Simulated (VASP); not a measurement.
Runs of VASP 6.6.1 on MgAsIr3. The structure is that of space group Pm-3m (No. 221), or close to it. The cells are those of the table. 

```tsv
task	cell	k mesh	cutoff (eV)	gap on the mesh (eV)	pressure (GPa)	relaxed volume (Å³/atom)
single point	a = 4.417 Å, 5 atoms	4 × 4 × 4	520	none	(a)	-
relaxation of cell and atoms	relaxed from a = 4.417 Å, 5 atoms	4 × 4 × 4	600	none	-0.1	19.11
single point	a = 4.562 Å, 5 atoms	4 × 4 × 4	520	none	0.8	-
single point	a = 4.562 Å, 5 atoms	8 × 8 × 8	520	none	0.8	-
relaxation of cell and atoms	relaxed from a = 4.562 Å, 5 atoms	8 × 8 × 8	600	none	0.0	19.09
```

Alike in all rows: level PBE; potentials or basis VASP PAW PBE potentials, release 64 (Mg, As, Ir); no spin polarisation; smearing gaussian 0.1 eV.

Task: Estimate the missing entries.

Result: (a) 18.9.

Caveats: spin-orbit coupling is left out, which moves the levels of the heavy elements.

A k mesh can miss the band edges, and the runs leave out spin-orbit coupling on As, Ir.

A gap of «none» marks levels without a gap at the run's occupations.
